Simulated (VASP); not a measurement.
# AlN (R-3m) in VASP: notebook

The runs below take AlN through single point, with PBE.

Program: VASP 6.6.1. These are calculated values, not measurements. Logs are shortened: lines on timing, memory, paths and dates and some standing lists are left out, and cuts for length are marked.

## Step 1: The cell of the first run

Symmetry: R-3m, No. 166, trigonal system. The conventional cell has a = 2.886 Å, b = 2.886 Å, c = 7.287 Å, α = 90.00°, β = 90.00°, γ = 120.00°. Within 2.7 Å of Al (site symmetry -3m) lie 6 N at 2.06 Å. Within 2.7 Å of N (site symmetry -3m) lie 6 Al at 2.06 Å.

## Step 2: Single point, PBE

INCAR reads:

```
PREC     = Accurate       # precision mode
ENCUT    = 520            # plane-wave cutoff, eV
EDIFF    = 1E-6           # SCF threshold, eV
ISMEAR   = 0              # smearing method
SIGMA    = 0.05           # smearing width, eV
LREAL    = F              # projectors in reciprocal space
LASPH    = T              # aspherical terms in the spheres
NELM     = 80             # most SCF steps
ALGO     = Normal         # electronic algorithm
ISIF     = 2              # what is computed and relaxed
LWAVE    = F              # write WAVECAR
LCHARG   = F              # write CHGCAR
GGA      = PE             # functional
NBANDS   = 11             # bands
```

KPOINTS reads:

```
regular mesh
0
Gamma
  10 10 10
```

POSCAR reads:

```
AlN
1.0
    0.0416374757      2.0826902047      2.0826902047
    2.0826902047      0.0416374757      2.0826902047
    2.0826902047      2.0826902047      0.0416374757
Al N
1 1
Direct
    0.5000000000      0.5000000000      0.5000000000
    0.0000000000      0.0000000000      0.0000000000
```

Potentials or basis: VASP PAW PBE potentials, release 64 (Al, N).

Run with:

```console
> cat potpaw_PBE.64/Al/POTCAR potpaw_PBE.64/N/POTCAR > POTCAR
> mpirun -np 1 vasp_std > vasp.out
```

OUTCAR:

```text
PREC = Accurate
   ENCUT = 520
   EDIFF = 1E-6
   ISMEAR = 0
   LREAL = F
   LASPH = T
   NELM = 80
   ISIF = 2
   GGA = PE

 ion  position               nearest neighbor table
   1  0.500  0.500  0.500-   2 2.06   2 2.06   2 2.06   2 2.06   2 2.06   2 2.06
   2  0.000  0.000  0.000-   1 2.06   1 2.06   1 2.06   1 2.06   1 2.06   1 2.06

  LATTYP: Found a trigonal (rhomboedric) cell.
 ALAT       =     2.9456630250
 COS(alpha) =     0.5198882638

  Lattice vectors:

 A1 = (   0.0416374757,   2.0826902047,   2.0826902047)
 A2 = (   2.0826902047,   0.0416374757,   2.0826902047)
 A3 = (   2.0826902047,   2.0826902047,   0.0416374757)

Analysis of symmetry for initial positions (statically):
=====================================================================
 Subroutine PRICEL returns:
 Original cell was already a primitive cell.

 Routine SETGRP: Setting up the symmetry group for a
 trigonal (rhombohedral) supercell.

 Subroutine GETGRP returns: Found 12 space group operations
 (whereof 12 operations were pure point group operations)
 out of a pool of 12 trial point group operations.

The static configuration has the point symmetry D_3d.

Analysis of symmetry for dynamics (positions and initial velocities):
=====================================================================
 Subroutine PRICEL returns:
 Original cell was already a primitive cell.

 Routine SETGRP: Setting up the symmetry group for a
 trigonal (rhombohedral) supercell.

 Subroutine GETGRP returns: Found 12 space group operations
 (whereof 12 operations were pure point group operations)
 out of a pool of 12 trial point group operations.

The dynamic configuration has the point symmetry D_3d.

 Subroutine INISYM returns: Found 12 space group operations
 (whereof 12 operations are pure point group operations),
 and found     1 'primitive' translations

----------------------------------------------------------------------------------------

                                     Primitive cell

  volume of cell :      17.5260

  direct lattice vectors                    reciprocal lattice vectors
     0.041637476  2.082690205  2.082690205    -0.247396143  0.242547103  0.242547103
     2.082690205  0.041637476  2.082690205     0.242547103 -0.247396143  0.242547103
     2.082690205  2.082690205  0.041637476     0.242547103  0.242547103 -0.247396143

  length of vectors
     2.945663025  2.945663025  2.945663025     0.422922033  0.422922033  0.422922033
[... 83 lines left out ...]
   EDIFFG = 0.1E-04   stopping-criterion for IOM
   NSW    =      0    number of steps for IOM
   IBRION =     -1    ionic relax: 0-MD 1-quasi-New 2-CG
   NFREE  =      0    steps in history (QN), initial steepest desc. (CG)
   ISIF   =      2    stress and relaxation
   ISYM   =      2    0-nonsym 1-usesym 2-fastsym
   POTIM  = 0.5000    time-step for ionic-motion
   TEBEG  =    0.0;   TEEND  =   0.0 temperature during run
   PSTRESS=    0.0 pullay stress
   NELECT =       8.0000    total number of electrons
   NUPDOWN=      -1.0000    fix difference up-down
   EMIN   =  10.00;   EMAX   =-10.00  energy-range for DOS
   EFERMI =   0.00;   METHOD = LEGACY
   ISMEAR =     0;   SIGMA  =   0.05  broadening in eV -4-tet -1-fermi 0-gaus
   EFERMI_NEDOS =   21; number of points for ismear=-14 and -15
   IALGO  =     38    algorithm
   IMIX   =      4    mixing-type and parameters
     AMIX     =   0.40;   BMIX     =  1.00
     AMIX_MAG =   1.60;   BMIX_MAG =  1.00
  volume/ion in A,a.u.               =       8.76        59.14
  Fermi-wavevector in a.u.,A,eV,Ry     =   1.260503  2.382005 21.617860  1.588868
  Thomas-Fermi vector in A             =   2.394009
   LORBIT       =      0    0 simple, 1 ext, 2 COOP (PROOUT), +10 PAW based schemes
   GGA     = PE    functional components
   LHFCALC =     F    Hartree Fock is set to
   AEXX    =    0.0000 exact exchange contribution
   IVDW    =     0    specifies the selected vdW correction
   LEPSILON=     F    determine dielectric tensor
   LRPA    =     F    only Hartree local field effects (RPA)
 non-spin polarized calculation
 Gauss-broadening in eV      SIGMA  =   0.05
  energy-cutoff  :      520.00
  volume of cell :       17.53
 maximum number of plane-waves:       489
 NGX is ok and might be reduce to    24
   NGX = 11   NGY = 11   NGZ = 11

 number of electron       8.0000001 magnetization

 Free energy of the ion-electron system (eV)
  ---------------------------------------------------
  ext. energy  EPLUGINS =         0.00000000
  ---------------------------------------------------
  free energy    TOTEN  =       -14.50643538 eV

  energy without entropy =      -14.50643538  energy(sigma->0) =      -14.50643538

 E-fermi :   9.6801     XC(G=0): -12.0136

 val. band max:        9.3610199518   @ k =   0.0000   0.0000   0.0000
 cond. band min:      13.2005700943   @ k =   0.5000   0.5000  -0.0000
 fundamental gap:      3.8395501425
 Fermi energy:         9.6801327085

 k-point     1 :       0.0000    0.0000    0.0000
  band No.  band energies     occupation
      1      -7.8095      2.00000
      2       8.9453      2.00000
      3       9.3610      2.00000
      4       9.3610      2.00000
      5      14.0307      0.00000
      6      20.6682      0.00000
      7      21.4902      0.00000
      8      21.4902      0.00000
      9      26.0253      0.00000
     10      26.5951      0.00000
     11      26.5951      0.00000
[... 309 lines left out ...]
 k-point    24 :       0.4000    0.3000    0.0000
  band No.  band energies     occupation
      1      -4.9858      2.00000
      2       3.6268      2.00000
      3       6.7332      2.00000
      4       6.8917      2.00000
      5      14.6848      0.00000
      6      16.2750      0.00000
      7      20.7308      0.00000
      8      24.0282      0.00000
      9      24.8697      0.00000
     10      30.3779      0.00000
     11      33.1979      0.00000

 [... further k-points ...]
[... 5 lines left out ...]
  --------------------------------------------------------------------------------------
  -------------------------------------------------------------------------------------
  Total       -1.0027304     -1.0027304     -1.0027304     -0.6564263     -0.6564263     -0.6564263
  in kB      -91.6667719    -91.6667719    -91.6667719    -60.0086339    -60.0086339    -60.0086339
  external PRESSURE =     -91.6667719 kB  Pullay stress =       0.0000000 kB

 VOLUME and BASIS-vectors are now :
 -----------------------------------------------------------------------------
  energy-cutoff  :      520.00
  volume of cell :       17.53
      direct lattice vectors                 reciprocal lattice vectors
     0.041637476  2.082690205  2.082690205    -0.247396143  0.242547103  0.242547103
     2.082690205  0.041637476  2.082690205     0.242547103 -0.247396143  0.242547103
     2.082690205  2.082690205  0.041637476     0.242547103  0.242547103 -0.247396143

 POSITION                                       TOTAL-FORCE (eV/Angst)
 -----------------------------------------------------------------------------------
      2.10351      2.10351      2.10351         0.000000      0.000000      0.000000
      0.00000      0.00000      0.00000        -0.000000     -0.000000     -0.000000
 -----------------------------------------------------------------------------------
    total drift:                                0.000000     -0.000000     -0.000000

  FREE ENERGIE OF THE ION-ELECTRON SYSTEM (eV)
  ---------------------------------------------------
  free  energy   TOTEN  =       -14.5064353842 eV

  energy  without entropy=      -14.5064353842  energy(sigma->0) =      -14.50643538
```

OSZICAR:

```text
N       E                     dE             d eps       ncg     rms          rms(c)
DAV:   1     0.565522718215E+01    0.56552E+01   -0.39667E+03  2576   0.664E+02
DAV:   2    -0.156304175504E+02   -0.21286E+02   -0.20424E+02  3185   0.122E+02
DAV:   3    -0.162045263870E+02   -0.57411E+00   -0.57333E+00  3077   0.180E+01
DAV:   4    -0.162064192259E+02   -0.18928E-02   -0.18927E-02  2839   0.112E+00
DAV:   5    -0.162064346258E+02   -0.15400E-04   -0.15400E-04  3031   0.104E-01    0.739E+00
DAV:   6    -0.145226286889E+02    0.16838E+01   -0.78021E+00  2825   0.144E+01    0.256E+00
DAV:   7    -0.145132218022E+02    0.94069E-02   -0.15744E-01  2825   0.299E+00    0.172E+00
DAV:   8    -0.145068034410E+02    0.64184E-02   -0.17800E-02  2672   0.115E+00    0.335E-01
DAV:   9    -0.145063800174E+02    0.42342E-03   -0.17890E-03  2944   0.247E-01    0.147E-01
DAV:  10    -0.145064409789E+02   -0.60962E-04   -0.15292E-04  2808   0.915E-02    0.374E-02
DAV:  11    -0.145064356399E+02    0.53390E-05   -0.16917E-05  2963   0.230E-02    0.799E-03
DAV:  12    -0.145064353842E+02    0.25572E-06   -0.55075E-07  1471   0.643E-03
   1 F= -.14506435E+02 E0= -.14506435E+02  d E =-.115141E-21
```

It took 13 s on 1 thread of Intel Xeon Platinum 8259CL at 2.50GHz (Skylake/Cascade Lake), shared host; peak memory 0.15 GiB.

Results:

```yaml
Free_energy: -14.5064 eV
Pressure: -9.2 GPa
Band_gap_on_the_k_mesh: 3.84 eV, indirect (least direct gap 4.67 eV)
```

A k mesh can miss the band edges. PBE gaps usually lie below the measured ones, often by a third to a half.

## Step 3: Single point, PBE

This run uses another cell than the first one, of 9.10 Å³/atom, 1.038 times its volume.

INCAR reads:

```
ALGO = Normal
EDIFF = 1E-6
ENCUT = 520
GGA = PE
ISIF = 2
ISMEAR = 0
LASPH = T
LCHARG = F
LREAL = F
LWAVE = F
NBANDS = 11
NELM = 100
PREC = Accurate
SIGMA = 0.05
```

KPOINTS reads:

```
k-points
0
Gamma
  10 10 10
```

POSCAR reads:

```
AlN
1.0
    0.0847147439      2.1309645966      2.1309645966
    2.1309645966      0.0847147439      2.1309645966
    2.1309645966      2.1309645966      0.0847147439
Al N
1 1
Direct
    0.5000000000      0.5000000000      0.5000000000
    0.0000000000      0.0000000000      0.0000000000
```

Potentials or basis: VASP PAW PBE potentials, release 64 (Al, N).

Run with:

```console
> cat potpaw_PBE.64/Al/POTCAR potpaw_PBE.64/N/POTCAR > POTCAR
> mpirun -np 1 vasp_std > vasp.out
```

Wall time 13 s (1 thread of Intel Xeon Platinum 8259CL at 2.50GHz (Skylake/Cascade Lake), shared host); peak memory 0.14 GiB.

It converged, with:

```
Free energy            : -14.3929 eV
Pressure               : -16.4 GPa
Band gap on the k mesh : 3.22 eV, indirect (least direct gap 3.89 eV)
```

Stress tensor (GPa, compression positive):
```
-16.38 -11.68 -11.68
-11.68 -16.38 -11.68
-11.68 -11.68 -16.38
```

Levels at points of the mesh, in eV from the valence-band top:
```
           k point  band 1  band 2  band 3  band 4  band 5  band 6  band 7  band 8  band 9
(0.00, 0.00, 0.00)  -16.99   -0.83    0.00    0.00    3.89   10.66   12.13   12.13   15.86
(0.50, 0.00, 0.00)  -14.00   -7.85   -1.56   -1.04    4.89    9.51    9.99   11.61   14.58
(0.50, 0.50, 0.00)  -13.24   -7.03   -3.21   -2.44    3.22    5.38   12.38   15.53   15.59
(0.50, 0.50, 0.50)  -14.36   -8.43   -0.80   -0.80    6.02   10.83   10.83   11.06   15.45
```

## Step 4: Single point, PBE

This run uses another cell than the first one, of 7.08 Å³/atom, 0.808 times its volume.

INCAR reads:

```
ALGO     = Normal         # electronic algorithm
EDIFF    = 1E-6           # SCF threshold, eV
ENCUT    = 520            # plane-wave cutoff, eV
GGA      = PE             # functional
ISIF     = 2              # what is computed and relaxed
ISMEAR   = 0              # smearing method
LASPH    = True           # aspherical terms in the spheres
LCHARG   = True           # write CHGCAR
LELF     = True           # ELF
LREAL    = False          # projectors in reciprocal space
LVHAR    = True         
LWAVE    = False          # write WAVECAR
NBANDS   = 11             # bands
NELM     = 80             # most SCF steps
PREC     = Accurate       # precision mode
SIGMA    = 0.05           # smearing width, eV
```

KPOINTS is that of step 3.

POSCAR reads:

```
AlN
1.0
    0.0779080004      1.9597437579      1.9597437579
    1.9597437579      0.0779080004      1.9597437579
    1.9597437579      1.9597437579      0.0779080004
Al N
1 1
Direct
    0.5000000000      0.5000000000      0.5000000000
    0.0000000000      0.0000000000      0.0000000000
```

Run with:

```console
> cat potpaw_PBE.64/Al/POTCAR potpaw_PBE.64/N/POTCAR > POTCAR
> mpirun -np 1 vasp_std > vasp.out
```

It took 20 s on 1 thread of Intel Xeon 8259CL, shared host; peak memory 0.14 GiB.

The run converged. Its results:

- Free energy: -14.0080 eV
- Pressure: 62.2 GPa
- Band gap on the k mesh: 4.33 eV, indirect (least direct gap 7.34 eV)

Stress tensor (GPa, compression positive):
```
 62.17 -16.57 -16.57
-16.57  62.17 -16.57
-16.57 -16.57  62.17
```

Levels at points of the mesh, in eV from the valence-band top:
```tsv
k point	band 1	band 2	band 3	band 4	band 5	band 6	band 7	band 8
(0.00, 0.00, 0.00)	-19.39	-1.02	0.00	0.00	7.34	11.43	12.99	12.99
(0.50, 0.00, 0.00)	-15.33	-9.55	-2.20	-1.56	6.36	11.39	12.06	15.26
(0.50, 0.50, 0.00)	-14.25	-8.82	-4.01	-3.07	4.33	6.19	15.42	19.53
(0.50, 0.50, 0.50)	-15.85	-10.15	-1.23	-1.23	7.77	13.03	13.03	14.47
```

A k mesh can miss the band edges.

(Continued in part 2 of 2.)
